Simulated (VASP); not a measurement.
# AgCl (Pm-3m) in VASP: further runs

AgCl is run at these levels: PBE; tasks: single point.

Everything below comes from runs of VASP 6.6.1. Logs are shortened: lines on timing, memory, paths and dates and some standing lists are left out, and cuts for length are marked.

## 1. The cell of the first run

It takes space group Pm-3m (No. 221, cubic). The conventional cell has a = 3.499 Å, b = 3.499 Å, c = 3.499 Å, α = 90.00°, β = 90.00°, γ = 90.00°. Within 4.0 Å of Ag (site symmetry m-3m) lie 8 Cl at 3.03 Å and 6 Ag at 3.50 Å. Cl (site symmetry m-3m) has 8 Ag at 3.03 Å and 6 Cl at 3.50 Å within 4.0 Å.

## 2. Single point, PBE (strained)

The input, INCAR:

```
SYSTEM = AgCl
PREC     = Accurate       ! precision mode
ENCUT    = 520            ! plane-wave cutoff, eV
EDIFF    = 1E-6           ! SCF threshold, eV
ISMEAR   = 0              ! smearing method
SIGMA    = 0.05           ! smearing width, eV
LREAL    = .FALSE.        ! projectors in reciprocal space
LASPH    = .TRUE.         ! aspherical terms in the spheres
NELM     = 80             ! most SCF steps
ALGO     = Normal         ! electronic algorithm
ISIF     = 2              ! what is computed and relaxed
LWAVE    = .FALSE.        ! write WAVECAR
LCHARG   = .FALSE.        ! write CHGCAR
GGA      = PE             ! functional
NBANDS   = 16             ! bands
```

The input, KPOINTS:

```
Automatic mesh
0
G
  10 10 10
  0 0 0
```

The input, POSCAR:

```
AgCl
1.0
    3.4987033910      0.0000000000      0.0000000000
    0.0000000000      3.4987033910      0.0000000000
    0.0000000000      0.0000000000      3.4987033910
Ag Cl
1 1
Direct
    0.0000000000      0.0000000000      0.0000000000
    0.5000000000      0.5000000000      0.5000000000
```

Potentials or basis: VASP PAW PBE potentials, release 64 (Ag, Cl).

Command:

```
$ cat potpaw_PBE.64/Ag/POTCAR potpaw_PBE.64/Cl/POTCAR > POTCAR
$ mpirun -np 1 vasp_std > vasp.out
```

OUTCAR:

```text
SYSTEM = AgCl
   PREC = Accurate
   ENCUT = 520
   EDIFF = 1E-6
   ISMEAR = 0
   LREAL = .FALSE.
   LASPH = .TRUE.
   NELM = 80
   ISIF = 2
   GGA = PE

 ion  position               nearest neighbor table
   1  0.000  0.000  0.000-   2 3.03   2 3.03   2 3.03   2 3.03   2 3.03   2 3.03   2 3.03   2 3.03

   2  0.500  0.500  0.500-   1 3.03   1 3.03   1 3.03   1 3.03   1 3.03   1 3.03   1 3.03   1 3.03

  LATTYP: Found a simple cubic cell.
 ALAT       =     3.4987033910

  Lattice vectors:

 A1 = (   3.4987033910,   0.0000000000,   0.0000000000)
 A2 = (   0.0000000000,   3.4987033910,   0.0000000000)
 A3 = (   0.0000000000,   0.0000000000,   3.4987033910)

Analysis of symmetry for initial positions (statically):
=====================================================================
 Subroutine PRICEL returns:
 Original cell was already a primitive cell.

 Routine SETGRP: Setting up the symmetry group for a
 simple cubic supercell.

 Subroutine GETGRP returns: Found 48 space group operations
 (whereof 48 operations were pure point group operations)
 out of a pool of 48 trial point group operations.

The static configuration has the point symmetry O_h .

Analysis of symmetry for dynamics (positions and initial velocities):
=====================================================================
 Subroutine PRICEL returns:
 Original cell was already a primitive cell.

 Routine SETGRP: Setting up the symmetry group for a
 simple cubic supercell.

 Subroutine GETGRP returns: Found 48 space group operations
 (whereof 48 operations were pure point group operations)
 out of a pool of 48 trial point group operations.

The dynamic configuration has the point symmetry O_h .

 Subroutine INISYM returns: Found 48 space group operations
 (whereof 48 operations are pure point group operations),
 and found     1 'primitive' translations

----------------------------------------------------------------------------------------

                                     Primitive cell

  volume of cell :      42.8274

  direct lattice vectors                    reciprocal lattice vectors
     3.498703391  0.000000000  0.000000000     0.285820171  0.000000000  0.000000000
     0.000000000  3.498703391  0.000000000     0.000000000  0.285820171  0.000000000
     0.000000000  0.000000000  3.498703391     0.000000000  0.000000000  0.285820171

  length of vectors
     3.498703391  3.498703391  3.498703391     0.285820171  0.285820171  0.285820171

  position of ions in fractional coordinates (direct lattice)
     0.000000000  0.000000000  0.000000000
     0.500000000  0.500000000  0.500000000

  ion indices of the primitive-cell ions
   primitive index   ion index
                 1           1
                 2           2

----------------------------------------------------------------------------------------

 KPOINTS: Automatic mesh

Automatic generation of k-mesh.
 Grid dimensions read from file:
 generate k-points for:   10   10   10

 Generating k-lattice:

  Cartesian coordinates                     Fractional coordinates (reciprocal lattice)
     0.028582017  0.000000000  0.000000000     0.100000000  0.000000000  0.000000000
     0.000000000  0.028582017  0.000000000     0.000000000  0.100000000  0.000000000
     0.000000000  0.000000000  0.028582017     0.000000000  0.000000000  0.100000000

  Length of vectors
     0.028582017  0.028582017  0.028582017

  Shift w.r.t. Gamma in fractional coordinates (k-lattice)
     0.000000000  0.000000000  0.000000000

 Subroutine IBZKPT returns following result:
 ===========================================

 Found     56 irreducible k-points:

 Following reciprocal coordinates:
            Coordinates               Weight
  0.000000  0.000000  0.000000      1.000000
  0.100000  0.000000  0.000000      6.000000
  0.200000  0.000000  0.000000      6.000000
  0.300000  0.000000  0.000000      6.000000
  0.400000  0.000000  0.000000      6.000000
  0.500000  0.000000  0.000000      3.000000
[... 16 lines left out ...]
  0.200000  0.100000  0.100000     24.000000
  0.300000  0.100000  0.100000     24.000000
 [... further k-points ...]
   k-points           NKPTS =     56   k-points in BZ     NKDIM =     56   number of bands    NBANDS=     16
   number of dos      NEDOS =    301   number of ions     NIONS =      2
   total plane-waves  NPLWV =  21952
   dimension x,y,z NGX =    28 NGY =   28 NGZ =   28
   dimension x,y,z NGXF=    56 NGYF=   56 NGZF=   56
   ions per type =               1   1
   NGX,Y,Z   is equivalent  to a cutoff of  13.30, 13.30, 13.30 a.u.
   NGXF,Y,Z  is equivalent  to a cutoff of  26.61, 26.61, 26.61 a.u.
 SYSTEM =  AgCl
   PREC   = accura    normal or accurate (medium, high low for compatibility)
   ISTART =      0    job   : 0-new  1-cont  2-samecut
   ICHARG =      2    charge: 1-file 2-atom 10-const
   ISPIN  =      1    spin polarized calculation?
   LNONCOLLINEAR =      F non collinear calculations
   LSORBIT =      F    spin-orbit coupling
   LASPH  =      T    aspherical Exc in radial PAW
   ENCUT  =  520.0 eV  38.22 Ry    6.18 a.u.   6.51  6.51  6.51*2*pi/ulx,y,z
   NELM   =     80;   NELMIN=  2; NELMDL= -5     # of ELM steps
   EDIFF  = 0.1E-05   stopping-criterion for ELM
   LREAL  =      F    real-space projection
   EDIFFG = 0.1E-04   stopping-criterion for IOM
   NSW    =      0    number of steps for IOM
   IBRION =     -1    ionic relax: 0-MD 1-quasi-New 2-CG
   NFREE  =      0    steps in history (QN), initial steepest desc. (CG)
   ISIF   =      2    stress and relaxation
   ISYM   =      2    0-nonsym 1-usesym 2-fastsym
   POTIM  = 0.5000    time-step for ionic-motion
   TEBEG  =    0.0;   TEEND  =   0.0 temperature during run
   PSTRESS=    0.0 pullay stress
   NELECT =      18.0000    total number of electrons
   NUPDOWN=      -1.0000    fix difference up-down
   EMIN   =  10.00;   EMAX   =-10.00  energy-range for DOS
   EFERMI =   0.00;   METHOD = LEGACY
   ISMEAR =     0;   SIGMA  =   0.05  broadening in eV -4-tet -1-fermi 0-gaus
   EFERMI_NEDOS =   21; number of points for ismear=-14 and -15
   IALGO  =     38    algorithm
   IMIX   =      4    mixing-type and parameters
     AMIX     =   0.40;   BMIX     =  1.00
     AMIX_MAG =   1.60;   BMIX_MAG =  1.00
  volume/ion in A,a.u.               =      21.41       144.51
  Fermi-wavevector in a.u.,A,eV,Ry     =   1.226286  2.317345 20.460143  1.503778
  Thomas-Fermi vector in A             =   2.361293
   LORBIT       =      0    0 simple, 1 ext, 2 COOP (PROOUT), +10 PAW based schemes
   GGA     = PE    functional components
   LHFCALC =     F    Hartree Fock is set to
   AEXX    =    0.0000 exact exchange contribution
   IVDW    =     0    specifies the selected vdW correction
   LEPSILON=     F    determine dielectric tensor
   LRPA    =     F    only Hartree local field effects (RPA)
 non-spin polarized calculation
 Gauss-broadening in eV      SIGMA  =   0.05
  energy-cutoff  :      520.00
  volume of cell :       42.83
 maximum number of plane-waves:      1189
 NGX is ok and might be reduce to    28
   NGX = 13   NGY = 13   NGZ = 13

 number of electron      18.0000000 magnetization

 Free energy of the ion-electron system (eV)
  ---------------------------------------------------
  ext. energy  EPLUGINS =         0.00000000
  ---------------------------------------------------
  free energy    TOTEN  =        -5.10244305 eV

  energy without entropy =       -5.10244305  energy(sigma->0) =       -5.10244305

 E-fermi :   3.5046     XC(G=0): -10.0889

 val. band max:        3.2142072502   @ k =   0.5000   0.0000   0.0000
 cond. band min:       3.7811588387   @ k =   0.0000   0.0000   0.0000
 fundamental gap:      0.5669515885
 Fermi energy:         3.5045711903

 k-point     1 :       0.0000    0.0000    0.0000
  band No.  band energies     occupation
      1     -11.0249      2.00000
      2       0.7093      2.00000
      3       0.7093      2.00000
      4       1.5394      2.00000
      5       1.5394      2.00000
      6       1.5394      2.00000
[... 8 lines left out ...]
     15      16.4583      0.00000
     16      19.4702      0.00000

 k-point     2 :       0.1000    0.0000    0.0000
  band No.  band energies     occupation
      1     -10.9901      2.00000
      2       0.6192      2.00000
      3       0.7208      2.00000
      4       1.3101      2.00000
      5       1.3101      2.00000
      6       1.5413      2.00000
[... 8 lines left out ...]
     15      16.2310      0.00000
     16      19.4384      0.00000

 k-point     3 :       0.2000    0.0000    0.0000
  band No.  band energies     occupation
      1     -10.8961      2.00000
      2       0.0719      2.00000
      3       0.7511      2.00000
      4       1.0181      2.00000
      5       1.0181      2.00000
      6       1.4017      2.00000
[... 8 lines left out ...]
     15      16.3553      0.00000
     16      19.3555      0.00000

 k-point     4 :       0.3000    0.0000    0.0000
  band No.  band energies     occupation
      1     -10.7741      2.00000
      2      -0.6499      2.00000
      3       0.7884      2.00000
      4       0.7884      2.00000
      5       0.7891      2.00000
      6       1.5675      2.00000
[... 8 lines left out ...]
     15      17.5281      0.00000
     16      19.2538      0.00000
[... 324 lines left out ...]
 k-point    22 :       0.1000    0.1000    0.1000
  band No.  band energies     occupation
      1     -10.9230      2.00000
      2       0.6465      2.00000
      3       0.6465      2.00000
      4       0.7689      2.00000
      5       1.3047      2.00000
      6       1.3047      2.00000
[... 8 lines left out ...]
     15      15.9392      0.00000
     16      19.5952      0.00000

 k-point    23 :       0.2000    0.1000    0.1000
  band No.  band energies     occupation
      1     -10.8337      2.00000
      2       0.1232      2.00000
      3       0.6372      2.00000
      4       0.7984      2.00000
      5       1.0590      2.00000
      6       1.3851      2.00000
[... 8 lines left out ...]
     15      16.4663      0.00000
     16      19.0218      0.00000

 k-point    24 :       0.3000    0.1000    0.1000
  band No.  band energies     occupation
      1     -10.7182      2.00000
      2      -0.5270      2.00000
      3       0.5775      2.00000
      4       0.8226      2.00000
      5       0.9307      2.00000
      6       1.4644      2.00000
[... 8 lines left out ...]
     15      17.4255      0.00000
     16      18.8116      0.00000

 [... further k-points ...]

------------------------ aborting loop because EDIFF is reached ----------------------------------------

  FORCE on cell =-STRESS in cart. coord.  units (eV):
  Direction    XX          YY          ZZ          XY          YZ          ZX
  --------------------------------------------------------------------------------------
  -------------------------------------------------------------------------------------
  Total       -0.6628214     -0.6628214     -0.6628214     -0.0000000     -0.0000000      0.0000000
  in kB      -24.7962345    -24.7962345    -24.7962345     -0.0000000     -0.0000000      0.0000000
  external PRESSURE =     -24.7962345 kB  Pullay stress =       0.0000000 kB

 VOLUME and BASIS-vectors are now :
 -----------------------------------------------------------------------------
  energy-cutoff  :      520.00
  volume of cell :       42.83
      direct lattice vectors                 reciprocal lattice vectors
     3.498703391  0.000000000  0.000000000     0.285820171  0.000000000  0.000000000
     0.000000000  3.498703391  0.000000000     0.000000000  0.285820171  0.000000000
     0.000000000  0.000000000  3.498703391     0.000000000  0.000000000  0.285820171

 POSITION                                       TOTAL-FORCE (eV/Angst)
 -----------------------------------------------------------------------------------
      0.00000      0.00000      0.00000         0.000000      0.000000      0.000000
      1.74935      1.74935      1.74935         0.000000      0.000000      0.000000
 -----------------------------------------------------------------------------------
    total drift:                               -0.000000      0.000000      0.000000

  FREE ENERGIE OF THE ION-ELECTRON SYSTEM (eV)
  ---------------------------------------------------
  free  energy   TOTEN  =        -5.1024430498 eV

  energy  without entropy=       -5.1024430498  energy(sigma->0) =       -5.10244305
```

Wall time 13 s (1 thread of Intel Xeon 6975P-C (Granite Rapids), shared host); peak memory 0.18 GiB.

What came out:

| Property | Result |
| --- | --- |
| Free energy | -5.1024 eV |
| Pressure | -2.5 GPa |
| Band gap on the k mesh | 0.57 eV (least direct gap 1.89 eV) |

Caveat: the cell differs from its parent crystal (strained).

[end of part 1 of 2]
